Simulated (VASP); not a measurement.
# KSrBr3 (Pm-3m) in VASP: notebook

Runs on KSrBr3. Level: PBE. Tasks: single point.

All numbers are computed with VASP 6.6.1; they aren't measurements. Logs are shortened: lines on timing, memory, paths and dates and some standing lists are left out, and cuts for length are marked.

## Step 1: The cell of the first run

The structure is cubic, space group Pm-3m (No. 221). The conventional cell has a = 5.862 Å, b = 5.862 Å, c = 5.862 Å, α = 90.00°, β = 90.00°, γ = 90.00°. Within 5.4 Å of K (site symmetry m-3m) lie 12 Br at 4.15 Å and 8 Sr at 5.08 Å. Sr (site symmetry m-3m) has 6 Br at 2.93 Å within 3.9 Å. Within 3.9 Å of Br (site symmetry 4/mmm) lie 2 Sr at 2.93 Å.

## Step 2: Single point, PBE (volume changed by -6%)

INCAR

```
SYSTEM = KSrBr3
ALGO = Normal
EDIFF = 1E-6
ENCUT = 520
GGA = PE
ISIF = 2
ISMEAR = 0
LASPH = .TRUE.
LCHARG = .TRUE.
LELF = .TRUE.
LREAL = .FALSE.
LVHAR = .TRUE.
LWAVE = .FALSE.
NBANDS = 28
NELM = 80
PREC = Accurate
SIGMA = 0.01
```

KPOINTS

```
k-points
0
G
  4 4 4
  0 0 0
```

POSCAR

```
KSrBr3
1.0
    5.8623988428      0.0000000000      0.0000000000
    0.0000000000      5.8623988428      0.0000000000
    0.0000000000      0.0000000000      5.8623988428
K Sr Br
1 1 3
Direct
    0.0000000000      0.0000000000      0.0000000000
    0.5000000000      0.5000000000      0.5000000000
    0.5000000000      0.5000000000      0.0000000000
    0.5000000000      0.0000000000      0.5000000000
    0.0000000000      0.5000000000      0.5000000000
```

Potentials or basis: VASP PAW PBE potentials, release 64 (K_sv, Sr_sv, Br).

Run with:

```sh
> cat potpaw_PBE.64/K_sv/POTCAR potpaw_PBE.64/Sr_sv/POTCAR potpaw_PBE.64/Br/POTCAR > POTCAR
> mpirun -np 1 vasp_std > vasp.out
```

OUTCAR:

```text
SYSTEM = KSrBr3
   EDIFF = 1E-6
   ENCUT = 520
   GGA = PE
   ISIF = 2
   ISMEAR = 0
   LASPH = .TRUE.
   LREAL = .FALSE.
   NELM = 80
   PREC = Accurate

 ion  position               nearest neighbor table
   1  0.000  0.000  0.000-
   2  0.500  0.500  0.500-   3 2.93   4 2.93   5 2.93   3 2.93   4 2.93   5 2.93
   3  0.500  0.500  0.000-   2 2.93   2 2.93
   4  0.500  0.000  0.500-   2 2.93   2 2.93
   5  0.000  0.500  0.500-   2 2.93   2 2.93

  LATTYP: Found a simple cubic cell.
 ALAT       =     5.8623988428

  Lattice vectors:

 A1 = (   5.8623988428,   0.0000000000,   0.0000000000)
 A2 = (   0.0000000000,   5.8623988428,   0.0000000000)
 A3 = (   0.0000000000,   0.0000000000,   5.8623988428)

Analysis of symmetry for initial positions (statically):
=====================================================================
 Subroutine PRICEL returns:
 Original cell was already a primitive cell.

 Routine SETGRP: Setting up the symmetry group for a
 simple cubic supercell.

 Subroutine GETGRP returns: Found 48 space group operations
 (whereof 48 operations were pure point group operations)
 out of a pool of 48 trial point group operations.

The static configuration has the point symmetry O_h .

Analysis of symmetry for dynamics (positions and initial velocities):
=====================================================================
 Subroutine PRICEL returns:
 Original cell was already a primitive cell.

 Routine SETGRP: Setting up the symmetry group for a
 simple cubic supercell.

 Subroutine GETGRP returns: Found 48 space group operations
 (whereof 48 operations were pure point group operations)
 out of a pool of 48 trial point group operations.

The dynamic configuration has the point symmetry O_h .

 Subroutine INISYM returns: Found 48 space group operations
 (whereof 48 operations are pure point group operations),
 and found     1 'primitive' translations

----------------------------------------------------------------------------------------

                                     Primitive cell

  volume of cell :     201.4773

  direct lattice vectors                    reciprocal lattice vectors
     5.862398843  0.000000000  0.000000000     0.170578636  0.000000000  0.000000000
     0.000000000  5.862398843  0.000000000     0.000000000  0.170578636  0.000000000
     0.000000000  0.000000000  5.862398843     0.000000000  0.000000000  0.170578636

  length of vectors
     5.862398843  5.862398843  5.862398843     0.170578636  0.170578636  0.170578636

  position of ions in fractional coordinates (direct lattice)
     0.000000000  0.000000000  0.000000000
     0.500000000  0.500000000  0.500000000
     0.500000000  0.500000000  0.000000000
     0.500000000  0.000000000  0.500000000
     0.000000000  0.500000000  0.500000000

  ion indices of the primitive-cell ions
   primitive index   ion index
                 1           1
                 2           2
                 3           3
                 4           4
                 5           5

----------------------------------------------------------------------------------------

 KPOINTS: k-points

Automatic generation of k-mesh.
 Grid dimensions read from file:
 generate k-points for:    4    4    4

 Generating k-lattice:

  Cartesian coordinates                     Fractional coordinates (reciprocal lattice)
     0.042644659  0.000000000  0.000000000     0.250000000  0.000000000  0.000000000
     0.000000000  0.042644659  0.000000000     0.000000000  0.250000000  0.000000000
     0.000000000  0.000000000  0.042644659     0.000000000  0.000000000  0.250000000

  Length of vectors
     0.042644659  0.042644659  0.042644659

  Shift w.r.t. Gamma in fractional coordinates (k-lattice)
     0.000000000  0.000000000  0.000000000

 Subroutine IBZKPT returns following result:
 ===========================================

 Found     10 irreducible k-points:

 Following reciprocal coordinates:
            Coordinates               Weight
  0.000000  0.000000  0.000000      1.000000
  0.250000  0.000000  0.000000      6.000000
  0.500000  0.000000  0.000000      3.000000
  0.250000  0.250000  0.000000     12.000000
  0.500000  0.250000  0.000000     12.000000
  0.500000  0.500000  0.000000      3.000000
  0.250000  0.250000  0.250000      8.000000
  0.500000  0.250000  0.250000     12.000000
  0.500000  0.500000  0.250000      6.000000
  0.500000  0.500000  0.500000      1.000000
   k-points           NKPTS =     10   k-points in BZ     NKDIM =     10   number of bands    NBANDS=     28
   number of dos      NEDOS =    301   number of ions     NIONS =      5
   total plane-waves  NPLWV = 110592
   dimension x,y,z NGX =    48 NGY =   48 NGZ =   48
   dimension x,y,z NGXF=    96 NGYF=   96 NGZF=   96
   ions per type =               1   1   3
   NGX,Y,Z   is equivalent  to a cutoff of  13.61, 13.61, 13.61 a.u.
   NGXF,Y,Z  is equivalent  to a cutoff of  27.22, 27.22, 27.22 a.u.
 SYSTEM =  KSrBr3
   PREC   = accura    normal or accurate (medium, high low for compatibility)
   ISTART =      0    job   : 0-new  1-cont  2-samecut
   ICHARG =      2    charge: 1-file 2-atom 10-const
   ISPIN  =      1    spin polarized calculation?
   LNONCOLLINEAR =      F non collinear calculations
   LSORBIT =      F    spin-orbit coupling
   LASPH  =      T    aspherical Exc in radial PAW
   ENCUT  =  520.0 eV  38.22 Ry    6.18 a.u.  10.90 10.90 10.90*2*pi/ulx,y,z
   NELM   =     80;   NELMIN=  2; NELMDL= -5     # of ELM steps
   EDIFF  = 0.1E-05   stopping-criterion for ELM
   LREAL  =      F    real-space projection
   EDIFFG = 0.1E-04   stopping-criterion for IOM
   NSW    =      0    number of steps for IOM
   IBRION =     -1    ionic relax: 0-MD 1-quasi-New 2-CG
   NFREE  =      0    steps in history (QN), initial steepest desc. (CG)
   ISIF   =      2    stress and relaxation
   ISYM   =      2    0-nonsym 1-usesym 2-fastsym
   POTIM  = 0.5000    time-step for ionic-motion
   TEBEG  =    0.0;   TEEND  =   0.0 temperature during run
   PSTRESS=    0.0 pullay stress
   NELECT =      40.0000    total number of electrons
   NUPDOWN=      -1.0000    fix difference up-down
   EMIN   =  10.00;   EMAX   =-10.00  energy-range for DOS
   EFERMI =   0.00;   METHOD = LEGACY
   ISMEAR =     0;   SIGMA  =   0.01  broadening in eV -4-tet -1-fermi 0-gaus
   EFERMI_NEDOS =   21; number of points for ismear=-14 and -15
   IALGO  =     38    algorithm
   IMIX   =      4    mixing-type and parameters
     AMIX     =   0.40;   BMIX     =  1.00
     AMIX_MAG =   1.60;   BMIX_MAG =  1.00
  volume/ion in A,a.u.               =      40.30       271.93
  Fermi-wavevector in a.u.,A,eV,Ry     =   0.955035  1.804755 12.409773  0.912093
  Thomas-Fermi vector in A             =   2.083836
   LORBIT       =      0    0 simple, 1 ext, 2 COOP (PROOUT), +10 PAW based schemes
   GGA     = PE    functional components
   LHFCALC =     F    Hartree Fock is set to
   AEXX    =    0.0000 exact exchange contribution
   IVDW    =     0    specifies the selected vdW correction
   LEPSILON=     F    determine dielectric tensor
   LRPA    =     F    only Hartree local field effects (RPA)
 non-spin polarized calculation
 Gauss-broadening in eV      SIGMA  =   0.01
  energy-cutoff  :      520.00
  volume of cell :      201.48
 maximum number of plane-waves:      5520
 NGX is ok and might be reduce to    48
   NGX = 21   NGY = 21   NGZ = 21

 number of electron      40.0000009 magnetization

 Free energy of the ion-electron system (eV)
  ---------------------------------------------------
  ext. energy  EPLUGINS =         0.00000000
  ---------------------------------------------------
  free energy    TOTEN  =       -17.11578612 eV

  energy without entropy =      -17.11578612  energy(sigma->0) =      -17.11578612

 E-fermi :  -1.2902     XC(G=0):  -7.1098

 val. band max:       -1.3824977571   @ k =   0.5000   0.5000   0.5000
 cond. band min:       2.4188688514   @ k =   0.0000   0.0000   0.0000
 fundamental gap:      3.8013666085
 Fermi energy:        -1.2901964620

 k-point     1 :       0.0000    0.0000    0.0000
  band No.  band energies     occupation
      1     -34.2126      2.00000
      2     -30.6547      2.00000
      3     -16.3415      2.00000
      4     -16.3415      2.00000
      5     -16.3415      2.00000
      6     -14.2122      2.00000
[... 20 lines left out ...]
     27       5.6386      0.00000
     28       5.7764      0.00000

 k-point     2 :       0.2500    0.0000    0.0000
  band No.  band energies     occupation
      1     -34.2125      2.00000
      2     -30.6547      2.00000
      3     -16.4416      2.00000
      4     -16.3409      2.00000
      5     -16.3409      2.00000
      6     -14.2004      2.00000
[... 20 lines left out ...]
     27       5.7179      0.00000
     28       5.7888      0.00000

 k-point     3 :       0.5000    0.0000    0.0000
  band No.  band energies     occupation
      1     -34.2124      2.00000
      2     -30.6546      2.00000
      3     -16.5304      2.00000
      4     -16.3404      2.00000
      5     -16.3404      2.00000
      6     -14.2155      2.00000
[... 20 lines left out ...]
     27       5.9054      0.00000
     28       5.9198      0.00000

 k-point     4 :       0.2500    0.2500    0.0000
  band No.  band energies     occupation
      1     -34.2124      2.00000
      2     -30.6547      2.00000
      3     -16.4420      2.00000
      4     -16.4402      2.00000
      5     -16.3404      2.00000
      6     -14.1605      2.00000
[... 144 lines left out ...]
     27       6.2222      0.00000
     28       6.3997      0.00000

 k-point     9 :       0.5000    0.5000    0.2500
  band No.  band energies     occupation
      1     -34.2120      2.00000
      2     -30.6546      2.00000
      3     -16.5286      2.00000
      4     -16.5286      2.00000
      5     -16.4393      2.00000
      6     -14.1081      2.00000
[... 20 lines left out ...]
     27       6.2940      0.00000
     28       6.6630      0.00000

 k-point    10 :       0.5000    0.5000    0.5000
  band No.  band energies     occupation
      1     -34.2118      2.00000
      2     -30.6546      2.00000
      3     -16.5278      2.00000
      4     -16.5278      2.00000
      5     -16.5278      2.00000
      6     -14.1040      2.00000
[... 20 lines left out ...]
     27       6.3977      0.00000
     28       7.0479      0.00000

------------------------ aborting loop because EDIFF is reached ----------------------------------------

  FORCE on cell =-STRESS in cart. coord.  units (eV):
  Direction    XX          YY          ZZ          XY          YZ          ZX
  --------------------------------------------------------------------------------------
  -------------------------------------------------------------------------------------
  Total        1.5745756      1.5745756      1.5745756      0.0000000     -0.0000000      0.0000000
  in kB       12.5212594     12.5212594     12.5212594      0.0000000     -0.0000000      0.0000000
  external PRESSURE =      12.5212594 kB  Pullay stress =       0.0000000 kB

 VOLUME and BASIS-vectors are now :
 -----------------------------------------------------------------------------
  energy-cutoff  :      520.00
  volume of cell :      201.48
      direct lattice vectors                 reciprocal lattice vectors
     5.862398843  0.000000000  0.000000000     0.170578636  0.000000000  0.000000000
     0.000000000  5.862398843  0.000000000     0.000000000  0.170578636  0.000000000
     0.000000000  0.000000000  5.862398843     0.000000000  0.000000000  0.170578636

 POSITION                                       TOTAL-FORCE (eV/Angst)
 -----------------------------------------------------------------------------------
      0.00000      0.00000      0.00000         0.000000      0.000000      0.000000
      2.93120      2.93120      2.93120         0.000000      0.000000      0.000000
      2.93120      2.93120      0.00000         0.000000      0.000000      0.000000
      2.93120      0.00000      2.93120         0.000000      0.000000      0.000000
      0.00000      2.93120      2.93120         0.000000      0.000000      0.000000
 -----------------------------------------------------------------------------------
    total drift:                                0.000000     -0.000000     -0.000000

  FREE ENERGIE OF THE ION-ELECTRON SYSTEM (eV)
  ---------------------------------------------------
  free  energy   TOTEN  =       -17.1157861164 eV

  energy  without entropy=      -17.1157861164  energy(sigma->0) =      -17.11578612
```

Wall time 2 min (1 thread of Intel Xeon 8259CL, shared host); peak memory 0.35 GiB.

What came out:

* Free energy: -17.1158 eV
* Pressure: 1.3 GPa
* Band gap on the k mesh: 3.80 eV, indirect (least direct gap 4.04 eV)

Levels at points of the mesh, in eV from the valence-band top:
| k point | band 16 | band 17 | band 18 | band 19 | band 20 | band 21 | band 22 | band 23 | band 24 | band 25 |
| --- | --- | --- | --- | --- | --- | --- | --- | --- | --- | --- |
| (0.00, 0.00, 0.00) | -0.49 | -0.49 | -0.24 | -0.24 | -0.24 | 3.80 | 5.23 | 5.23 | 5.23 | 6.25 |
| (0.50, 0.00, 0.00) | -0.80 | -0.80 | -0.61 | -0.32 | -0.32 | 5.43 | 5.50 | 5.58 | 6.50 | 6.50 |
| (0.50, 0.50, 0.00) | -0.81 | -0.81 | -0.77 | -0.77 | -0.01 | 6.07 | 6.62 | 6.62 | 6.80 | 6.89 |
| (0.50, 0.50, 0.50) | -1.40 | -1.40 | 0.00 | 0.00 | 0.00 | 5.11 | 6.48 | 6.48 | 6.48 | 7.78 |

Caveat: the cell differs from its parent crystal (volume changed by -6%). A k mesh can miss the band edges.

## Step 3: Single point, PBE

This run uses another cell than the first one, of 41.88 Å³/atom, 1.039 times its volume.

INCAR

```
  ALGO = Normal
  EDIFF = 1E-7
  ENCUT = 520
  GGA = PE
  ISIF = 2
  ISMEAR = 0
  LASPH = True
  LCHARG = False
  LREAL = False
  LWAVE = False
  NBANDS = 28
  NELM = 60
  PREC = Accurate
  SIGMA = 0.01
```

KPOINTS

```
k-points
0
Gamma
  4 4 4
```

POSCAR: that of step 2 with these lines changed.

```diff
@@ -2,5 +2,5 @@
 1.0
-    5.8623988428      0.0000000000      0.0000000000
-    0.0000000000      5.8623988428      0.0000000000
-    0.0000000000      0.0000000000      5.8623988428
+    5.9380459376      0.0000000000      0.0000000000
+    0.0000000000      5.9380459376      0.0000000000
+    0.0000000000      0.0000000000      5.9380459376
 K Sr Br
```

Potentials or basis: VASP PAW PBE potentials, release 64 (K_sv, Sr_sv, Br).

Run with:

```sh
> cat potpaw_PBE.64/K_sv/POTCAR potpaw_PBE.64/Sr_sv/POTCAR potpaw_PBE.64/Br/POTCAR > POTCAR
> mpirun -np 1 vasp_std > vasp.out
```

Run time: 2.1 min. Hardware: 1 thread of Intel Xeon 8259CL, shared host; peak memory 0.35 GiB.

The run converged. Its results:

```yaml
Free_energy: -17.1579 eV
Pressure: 0.5 GPa
Band_gap_on_the_k_mesh: 3.75 eV, indirect (least direct gap 3.99 eV)
```

Levels at points of the mesh, in eV from the valence-band top:
| k point | band 18 | band 19 | band 20 | band 21 | band 22 | band 23 |
| --- | --- | --- | --- | --- | --- | --- |
| (0.00, 0.00, 0.00) | -0.24 | -0.24 | -0.24 | 3.75 | 5.24 | 5.24 |
| (0.50, 0.00, 0.00) | -0.56 | -0.32 | -0.32 | 5.39 | 5.43 | 5.48 |
| (0.50, 0.50, 0.00) | -0.72 | -0.72 | -0.01 | 5.95 | 6.54 | 6.54 |
| (0.50, 0.50, 0.50) | 0.00 | 0.00 | 0.00 | 5.08 | 6.43 | 6.43 |

## Step 4: Single point, PBE (volume changed by -3%)

INCAR

```
SYSTEM = KSrBr3
PREC = Accurate
ENCUT = 520
EDIFF = 1E-7
ISMEAR = 0
SIGMA = 0.01
LREAL = .FALSE.
LASPH = .TRUE.
NELM = 100
ALGO = Normal
ISIF = 2
LWAVE = .FALSE.
LCHARG = .FALSE.
GGA = PE
NBANDS = 28
```

KPOINTS

```
Automatic mesh
0
G
  4 4 4
  0 0 0
```

POSCAR: that of step 3 with these lines changed.

```diff
@@ -2,5 +2,5 @@
 1.0
-    5.9380459376      0.0000000000      0.0000000000
-    0.0000000000      5.9380459376      0.0000000000
-    0.0000000000      0.0000000000      5.9380459376
+    5.9241128395      0.0000000000      0.0000000000
+    0.0000000000      5.9241128395      0.0000000000
+    0.0000000000      0.0000000000      5.9241128395
 K Sr Br
```

Run with:

```sh
> cat potpaw_PBE.64/K_sv/POTCAR potpaw_PBE.64/Sr_sv/POTCAR potpaw_PBE.64/Br/POTCAR > POTCAR
> mpirun -np 1 vasp_std > vasp.out
```

Run time: 2 min. Hardware: 1 thread of Intel Xeon 8259CL, shared host; peak memory 0.35 GiB.

The run converged. Its results:

| Quantity | Value |
| --- | --- |
| Free energy | -17.1529 eV |
| Pressure | 0.6 GPa |
| Band gap on the k mesh | 3.76 eV, indirect (least direct gap 4.00 eV) |

Levels at points of the mesh, in eV from the valence-band top:
```csv
k point,band 17,band 18,band 19,band 20,band 21,band 22,band 23,band 24
"(0.00, 0.00, 0.00)",-0.46,-0.24,-0.24,-0.24,3.76,5.24,5.24,5.24
"(0.50, 0.00, 0.00)",-0.76,-0.57,-0.32,-0.32,5.41,5.43,5.50,6.43
"(0.50, 0.50, 0.00)",-0.76,-0.73,-0.73,-0.01,5.97,6.55,6.55,6.67
"(0.50, 0.50, 0.50)",-1.35,0.00,0.00,0.00,5.08,6.44,6.44,6.44
```

Caveat: the cell differs from its parent crystal (volume changed by -3%). A k mesh can miss the band edges.

## Step 5: Single point, PBE

This run uses another cell than the first one, of 42.87 Å³/atom, 1.064 times its volume.

INCAR

```
SYSTEM = KSrBr3
PREC     = Accurate       ! precision mode
ENCUT    = 520            ! plane-wave cutoff, eV
EDIFF    = 1E-6           ! SCF threshold, eV
ISMEAR   = 0              ! smearing method
SIGMA    = 0.01           ! smearing width, eV
LREAL    = .False.        ! projectors in reciprocal space
LASPH    = .True.         ! aspherical terms in the spheres
NELM     = 80             ! most SCF steps
ALGO     = Normal         ! electronic algorithm
ISIF     = 2              ! what is computed and relaxed
LWAVE    = .False.        ! write WAVECAR
LCHARG   = .False.        ! write CHGCAR
GGA      = PE             ! functional
NBANDS   = 28             ! bands
```

KPOINTS

```
Automatic mesh
0
Gamma
  4 4 4
  0 0 0
```

POSCAR: that of step 4 with these lines changed.

```diff
@@ -2,5 +2,5 @@
 1.0
-    5.9241128395      0.0000000000      0.0000000000
-    0.0000000000      5.9241128395      0.0000000000
-    0.0000000000      0.0000000000      5.9241128395
+    5.9845671459      0.0000000000      0.0000000000
+    0.0000000000      5.9845671459      0.0000000000
+    0.0000000000      0.0000000000      5.9845671459
 K Sr Br
```

Run with:

```sh
> cat potpaw_PBE.64/K_sv/POTCAR potpaw_PBE.64/Sr_sv/POTCAR potpaw_PBE.64/Br/POTCAR > POTCAR
> mpirun -np 1 vasp_std > vasp.out
```

It took 1.7 min on 1 thread of Intel Xeon 8259CL, shared host; peak memory 0.35 GiB.

It converged, with:

```
Free energy            : -17.1658 eV
Pressure               : 0.0 GPa
Band gap on the k mesh : 3.72 eV, indirect (least direct gap 3.97 eV)
```

Levels at points of the mesh, in eV from the valence-band top:
| k point | band 16 | band 17 | band 18 | band 19 | band 20 | band 21 | band 22 | band 23 | band 24 | band 25 |
| --- | --- | --- | --- | --- | --- | --- | --- | --- | --- | --- |
| (0.00, 0.00, 0.00) | -0.44 | -0.44 | -0.25 | -0.25 | -0.25 | 3.72 | 5.25 | 5.25 | 5.25 | 6.24 |
| (0.50, 0.00, 0.00) | -0.71 | -0.71 | -0.54 | -0.31 | -0.31 | 5.32 | 5.42 | 5.42 | 6.37 | 6.37 |
| (0.50, 0.50, 0.00) | -0.72 | -0.72 | -0.69 | -0.69 | -0.01 | 5.88 | 6.48 | 6.48 | 6.54 | 6.70 |
| (0.50, 0.50, 0.50) | -1.31 | -1.31 | 0.00 | 0.00 | 0.00 | 5.06 | 6.40 | 6.40 | 6.40 | 7.52 |

A k mesh can miss the band edges. Expect the measured gap to be larger: semilocal functionals such as PBE lack the derivative discontinuity.

## Step 6: The runs side by side

| cell | gap on the mesh (eV) | pressure (GPa) |
| --- | --- | --- |
| a = 5.862 Å, 5 atoms | 3.80 | 1.3 |
| a = 5.938 Å, 5 atoms | 3.75 | 0.5 |
| a = 5.924 Å, 5 atoms | 3.76 | 0.6 |
| a = 5.985 Å, 5 atoms | 3.72 | 0.0 |

Alike in all rows: task single point; level PBE; potentials or basis VASP PAW PBE potentials, release 64 (K_sv, Sr_sv, Br); no spin polarisation; k mesh 4 × 4 × 4; cutoff (eV) 520; smearing gaussian 0.01 eV.

Absolute energies hang on the potentials; compare differences alone.
